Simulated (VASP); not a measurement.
# HfO2 (Fm-3m) in VASP: further runs

HfO2 is run at these levels: PBE; tasks: single point.

All numbers are computed with VASP 6.6.1; they aren't measurements. Logs are shortened: lines on timing, memory, paths and dates and some standing lists are left out, and cuts for length are marked.

## 1. The cell of the first run

It takes space group Fm-3m (No. 225, cubic). Conventional cell: a = 4.957 Å, b = 4.957 Å, c = 4.957 Å, α = 90.00°, β = 90.00°, γ = 90.00°. Within 2.8 Å of Hf (site symmetry m-3m) lie 8 O at 2.15 Å. Within 2.8 Å of O (site symmetry -43m) lie 4 Hf at 2.15 Å and 6 O at 2.48 Å.

## 2. Single point, PBE (strain -2.0%)

INCAR reads:

```
PREC = Accurate
ENCUT = 520
EDIFF = 1E-6
ISMEAR = -1
SIGMA = 0.02
LREAL = False
LASPH = True
NELM = 100
ALGO = Normal
ISIF = 2
LWAVE = False
LCHARG = True
GGA = PE
LELF = True
LVHAR = True
NBANDS = 18
```

KPOINTS reads:

```
Automatic mesh
0
Gamma
  8 8 8
```

POSCAR reads:

```
HfO2
1.0
    0.0000000000      2.4785986729      2.4785986729
    2.4785986729      0.0000000000      2.4785986729
    2.4785986729      2.4785986729      0.0000000000
Hf O
1 2
Direct
    0.0000000000      0.0000000000      0.0000000000
    0.2500000000      0.2500000000      0.2500000000
    0.7500000000      0.7500000000      0.7500000000
```

Potentials or basis: VASP PAW PBE potentials, release 64 (Hf_pv, O).

On the command line:

```
cat potpaw_PBE.64/Hf_pv/POTCAR potpaw_PBE.64/O/POTCAR > POTCAR
mpirun -np 1 vasp_std > vasp.out
```

OUTCAR:

```text
PREC = Accurate
   ENCUT = 520
   EDIFF = 1E-6
   ISMEAR = -1
   LREAL = False
   LASPH = True
   NELM = 100
   ISIF = 2
   GGA = PE

 ion  position               nearest neighbor table
   1  0.000  0.000  0.000-   3 2.15   3 2.15   3 2.15   2 2.15   2 2.15   2 2.15   3 2.15   2 2.15

   2  0.250  0.250  0.250-   1 2.15   1 2.15   1 2.15   1 2.15
   3  0.750  0.750  0.750-   1 2.15   1 2.15   1 2.15   1 2.15

  LATTYP: Found a face centered cubic cell.
 ALAT       =     4.9571973458

  Lattice vectors:

 A1 = (   0.0000000000,   2.4785986729,   2.4785986729)
 A2 = (   2.4785986729,   0.0000000000,   2.4785986729)
 A3 = (   2.4785986729,   2.4785986729,   0.0000000000)

Analysis of symmetry for initial positions (statically):
=====================================================================
 Subroutine PRICEL returns:
 Original cell was already a primitive cell.

 Routine SETGRP: Setting up the symmetry group for a
 face centered cubic supercell.

 Subroutine GETGRP returns: Found 48 space group operations
 (whereof 48 operations were pure point group operations)
 out of a pool of 48 trial point group operations.

The static configuration has the point symmetry O_h .

Analysis of symmetry for dynamics (positions and initial velocities):
=====================================================================
 Subroutine PRICEL returns:
 Original cell was already a primitive cell.

 Routine SETGRP: Setting up the symmetry group for a
 face centered cubic supercell.

 Subroutine GETGRP returns: Found 48 space group operations
 (whereof 48 operations were pure point group operations)
 out of a pool of 48 trial point group operations.

The dynamic configuration has the point symmetry O_h .

 Subroutine INISYM returns: Found 48 space group operations
 (whereof 48 operations are pure point group operations),
 and found     1 'primitive' translations

----------------------------------------------------------------------------------------

                                     Primitive cell

  volume of cell :      30.4543

  direct lattice vectors                    reciprocal lattice vectors
     0.000000000  2.478598673  2.478598673    -0.201726889  0.201726889  0.201726889
     2.478598673  0.000000000  2.478598673     0.201726889 -0.201726889  0.201726889
     2.478598673  2.478598673  0.000000000     0.201726889  0.201726889 -0.201726889

  length of vectors
     3.505267859  3.505267859  3.505267859     0.349401221  0.349401221  0.349401221

  position of ions in fractional coordinates (direct lattice)
[... 72 lines left out ...]
   PREC   = accura    normal or accurate (medium, high low for compatibility)
   ISTART =      0    job   : 0-new  1-cont  2-samecut
   ICHARG =      2    charge: 1-file 2-atom 10-const
   ISPIN  =      1    spin polarized calculation?
   LNONCOLLINEAR =      F non collinear calculations
   LSORBIT =      F    spin-orbit coupling
   LASPH  =      T    aspherical Exc in radial PAW
   ENCUT  =  520.0 eV  38.22 Ry    6.18 a.u.   6.52  6.52  6.52*2*pi/ulx,y,z
   NELM   =    100;   NELMIN=  2; NELMDL= -5     # of ELM steps
   EDIFF  = 0.1E-05   stopping-criterion for ELM
   LREAL  =      F    real-space projection
   EDIFFG = 0.1E-04   stopping-criterion for IOM
   NSW    =      0    number of steps for IOM
   IBRION =     -1    ionic relax: 0-MD 1-quasi-New 2-CG
   NFREE  =      0    steps in history (QN), initial steepest desc. (CG)
   ISIF   =      2    stress and relaxation
   ISYM   =      2    0-nonsym 1-usesym 2-fastsym
   POTIM  = 0.5000    time-step for ionic-motion
   TEBEG  =    0.0;   TEEND  =   0.0 temperature during run
   PSTRESS=    0.0 pullay stress
   NELECT =      22.0000    total number of electrons
   NUPDOWN=      -1.0000    fix difference up-down
   EMIN   =  10.00;   EMAX   =-10.00  energy-range for DOS
   EFERMI =   0.00;   METHOD = LEGACY
   ISMEAR =    -1;   SIGMA  =   0.02  broadening in eV -4-tet -1-fermi 0-gaus
   EFERMI_NEDOS =   21; number of points for ismear=-14 and -15
   IALGO  =     38    algorithm
   IMIX   =      4    mixing-type and parameters
     AMIX     =   0.40;   BMIX     =  1.00
     AMIX_MAG =   1.60;   BMIX_MAG =  1.00
  volume/ion in A,a.u.               =      10.15        68.51
  Fermi-wavevector in a.u.,A,eV,Ry     =   1.468925  2.775865 29.357829  2.157740
  Thomas-Fermi vector in A             =   2.584364
   LORBIT       =      0    0 simple, 1 ext, 2 COOP (PROOUT), +10 PAW based schemes
   GGA     = PE    functional components
[... 5 lines left out ...]
 non-spin polarized calculation
  energy-cutoff  :      520.00
  volume of cell :       30.45
 maximum number of plane-waves:       869
 NGX is ok and might be reduce to    28
   NGX = 13   NGY = 13   NGZ = 13

 number of electron      22.0000008 magnetization

 Free energy of the ion-electron system (eV)
  ---------------------------------------------------
  ext. energy  EPLUGINS =         0.00000000
  ---------------------------------------------------
  free energy    TOTEN  =       -30.11634188 eV

  energy without entropy =      -30.11634188  energy(sigma->0) =      -30.11634188

 E-fermi :   5.3367     XC(G=0): -12.2044

 val. band max:        4.8733826939   @ k =   0.5000   0.5000   0.0000
 cond. band min:       8.8567757988   @ k =   0.5000   0.5000   0.0000
 fundamental gap:      3.9833931050
 Fermi energy:         5.3367112773

 k-point     1 :       0.0000    0.0000    0.0000
  band No.  band energies     occupation
      1     -24.5067      2.00000
      2     -24.5067      2.00000
      3     -24.5067      2.00000
      4     -14.2920      2.00000
      5     -10.9109      2.00000
      6      -0.8991      2.00000
[... 481 lines left out ...]
      5     -11.8148      2.00000
      6      -0.2922      2.00000
[... 10 lines left out ...]
     17      16.3090      0.00000
     18      18.6802      0.00000

 [... further k-points ...]
[... 5 lines left out ...]
  --------------------------------------------------------------------------------------
  -------------------------------------------------------------------------------------
  Total        3.8300015      3.8300015      3.8300015     -0.0000000     -0.0000000     -0.0000000
  in kB      201.4934319    201.4934319    201.4934319     -0.0000000     -0.0000000     -0.0000000
  external PRESSURE =     201.4934319 kB  Pullay stress =       0.0000000 kB

 VOLUME and BASIS-vectors are now :
 -----------------------------------------------------------------------------
  energy-cutoff  :      520.00
  volume of cell :       30.45
      direct lattice vectors                 reciprocal lattice vectors
     0.000000000  2.478598673  2.478598673    -0.201726889  0.201726889  0.201726889
     2.478598673  0.000000000  2.478598673     0.201726889 -0.201726889  0.201726889
     2.478598673  2.478598673  0.000000000     0.201726889  0.201726889 -0.201726889

 POSITION                                       TOTAL-FORCE (eV/Angst)
 -----------------------------------------------------------------------------------
      0.00000      0.00000      0.00000         0.000000     -0.000000     -0.000000
      1.23930      1.23930      1.23930         0.000000      0.000000      0.000000
      3.71790      3.71790      3.71790        -0.000000     -0.000000     -0.000000
 -----------------------------------------------------------------------------------
    total drift:                                0.000000      0.000000      0.000000

  FREE ENERGIE OF THE ION-ELECTRON SYSTEM (eV)
  ---------------------------------------------------
  free  energy   TOTEN  =       -30.1163418807 eV

  energy  without entropy=      -30.1163418807  energy(sigma->0) =      -30.11634188
```

OSZICAR:

```text
N       E                     dE             d eps       ncg     rms          rms(c)
DAV:   1     0.983399582748E+02    0.98340E+02   -0.12976E+04  1044   0.122E+03
DAV:   2    -0.317775169134E+02   -0.13012E+03   -0.12699E+03  1334   0.299E+02
DAV:   3    -0.357688520519E+02   -0.39913E+01   -0.39781E+01  1208   0.463E+01
DAV:   4    -0.357898274183E+02   -0.20975E-01   -0.20971E-01  1274   0.377E+00
DAV:   5    -0.357899455435E+02   -0.11813E-03   -0.11812E-03  1192   0.262E-01    0.555E+01
DAV:   6    -0.302083838153E+02    0.55816E+01   -0.19063E+01  1072   0.329E+01    0.462E+01
DAV:   7    -0.301414904200E+02    0.66893E-01   -0.62360E-01  1212   0.659E+00    0.305E+01
DAV:   8    -0.301303920052E+02    0.11098E-01   -0.18400E-01  1164   0.406E+00    0.855E+00
DAV:   9    -0.301162847014E+02    0.14107E-01   -0.50456E-02  1166   0.181E+00    0.248E+00
DAV:  10    -0.301162865084E+02   -0.18070E-05   -0.29404E-03  1142   0.425E-01    0.189E-01
DAV:  11    -0.301163346740E+02   -0.48166E-04   -0.14667E-04  1190   0.108E-01    0.204E-01
DAV:  12    -0.301163409733E+02   -0.62993E-05   -0.31826E-05  1138   0.388E-02    0.327E-02
DAV:  13    -0.301163418807E+02   -0.90740E-06   -0.16281E-06  1172   0.103E-02
   1 F= -.30116342E+02 E0= -.30116342E+02  d E =-.502297E-12
```

stdout:

```text
POSCAR found type information on POSCAR HfO
 POSCAR found :  2 types and       3 ions
 scaLAPACK will be used
 LDA part: xc-table for (Slater+PW92), standard interpolation
 POSCAR, INCAR and KPOINTS ok, starting setup
 FFT: planning ... GRIDC
 FFT: planning ... GRID_SOFT
 FFT: planning ... GRID
 WAVECAR not read
 entering main loop
```

It took 20 s on 1 thread of Intel Xeon 8259CL, shared host; peak memory 0.17 GiB.

What came out:

* Free energy: -30.1163 eV
* Pressure: 20.1 GPa
* Band gap on the k mesh: 3.98 eV, direct

Caveat: the cell differs from its parent crystal (strain -2.0%); spin-orbit coupling is left out, which moves the levels of the heavy elements. A k mesh can miss the band edges.

## 3. Single point, PBE

This run uses another cell than the first one, of 10.79 Å³/atom, 1.062 times its volume.

INCAR reads:

```
ALGO = Normal
EDIFF = 1E-6
ENCUT = 520
GGA = PE
ISIF = 2
ISMEAR = -1
LASPH = T
LCHARG = F
LREAL = F
LWAVE = F
NBANDS = 18
NELM = 60
PREC = Accurate
SIGMA = 0.02
```

KPOINTS reads:

```
k-points
0
Gamma
  8 8 8
```

POSCAR reads:

```
HfO2
1.0
    0.0000000000      2.5291823193      2.5291823193
    2.5291823193      0.0000000000      2.5291823193
    2.5291823193      2.5291823193      0.0000000000
Hf O
1 2
Direct
    0.0000000000      0.0000000000      0.0000000000
    0.2500000000      0.2500000000      0.2500000000
    0.7500000000      0.7500000000      0.7500000000
```

Potentials or basis: VASP PAW PBE potentials, release 64 (Hf_pv, O).

On the command line:

```
cat potpaw_PBE.64/Hf_pv/POTCAR potpaw_PBE.64/O/POTCAR > POTCAR
mpirun -np 1 vasp_std > vasp.out
```

Run time: 25 s. Hardware: 1 thread of Intel Xeon 8259CL, shared host; peak memory 0.16 GiB.

It converged, with:

- Free energy: -30.2461 eV
- Pressure: 2.1 GPa
- Band gap on the k mesh: 3.82 eV, direct

Levels at points of the mesh, in eV from the valence-band top:
```tsv
k point	band 7	band 8	band 9	band 10	band 11	band 12	band 13	band 14	band 15	band 16
(0.00, 0.00, 0.00)	-5.38	-5.38	-0.61	-0.61	-0.61	3.90	3.90	5.89	10.51	10.51
(0.50, 0.00, 0.00)	-4.34	-3.05	-2.74	-1.84	-1.84	4.63	4.63	7.05	9.09	9.46
(0.50, 0.50, 0.00)	-3.48	-3.48	-1.54	-1.54	0.00	3.82	5.54	6.70	8.22	8.22
```

Caveat: spin-orbit coupling is left out, which moves the levels of the heavy elements.

## 4. Single point, PBE (strain +1.0%)

INCAR reads:

```
SYSTEM = HfO2
PREC     = Accurate       ! precision mode
ENCUT    = 520            ! plane-wave cutoff, eV
EDIFF    = 1E-7           ! SCF threshold, eV
ISMEAR   = -1             ! smearing method
SIGMA    = 0.02           ! smearing width, eV
LREAL    = .False.        ! projectors in reciprocal space
LASPH    = .True.         ! aspherical terms in the spheres
NELM     = 60             ! most SCF steps
ALGO     = Normal         ! electronic algorithm
ISIF     = 2              ! what is computed and relaxed
LWAVE    = .False.        ! write WAVECAR
LCHARG   = .True.         ! write CHGCAR
GGA      = PE             ! functional
LELF     = .True.         ! ELF
LVHAR    = .True.       
NBANDS   = 18             ! bands
```

KPOINTS reads:

```
regular mesh
0
Gamma
  8 8 8
  0 0 0
```

POSCAR reads:

```
HfO2
1.0
    0.0000000000      2.5544741425      2.5544741425
    2.5544741425      0.0000000000      2.5544741425
    2.5544741425      2.5544741425      0.0000000000
Hf O
1 2
Direct
    0.0000000000      0.0000000000      0.0000000000
    0.2500000000      0.2500000000      0.2500000000
    0.7500000000      0.7500000000      0.7500000000
```

On the command line:

```
cat potpaw_PBE.64/Hf_pv/POTCAR potpaw_PBE.64/O/POTCAR > POTCAR
mpirun -np 1 vasp_std > vasp.out
```

It took 35 s on 1 thread of Intel Xeon 8259CL, shared host; peak memory 0.16 GiB.

Results (log left out):

```yaml
Free_energy: -30.2375 eV
Pressure: -5.2 GPa
Band_gap_on_the_k_mesh: 3.74 eV, direct
```

Levels at points of the mesh, in eV from the valence-band top:
```tsv
k point	band 9	band 10	band 11	band 12	band 13	band 14
(0.00, 0.00, 0.00)	-0.60	-0.60	-0.60	3.82	3.82	5.65
(0.50, 0.00, 0.00)	-2.68	-1.80	-1.80	4.52	4.52	6.77
(0.50, 0.50, 0.00)	-1.49	-1.49	0.00	3.74	5.38	6.43
```

Caveat: the cell differs from its parent crystal (strain +1.0%); spin-orbit coupling is left out, which moves the levels of the heavy elements.

## 5. Overview

| cell | gap on the mesh (eV) | pressure (GPa) |
| --- | --- | --- |
| a = 3.505 Å, angles 60.0°, 3 atoms | 3.98 | 20.1 |
| a = 3.577 Å, angles 60.0°, 3 atoms | 3.82 | 2.1 |
| a = 3.613 Å, angles 60.0°, 3 atoms | 3.74 | -5.2 |

Alike in all rows: task single point; level PBE; potentials or basis VASP PAW PBE potentials, release 64 (Hf_pv, O); no spin polarisation; k mesh 8 × 8 × 8; cutoff (eV) 520; smearing fermi-dirac 0.02 eV.

Caveats: spin-orbit coupling is left out, which moves the levels of the heavy elements.

Total energies depend on the potentials used, so only differences within one code and one set of settings carry meaning.
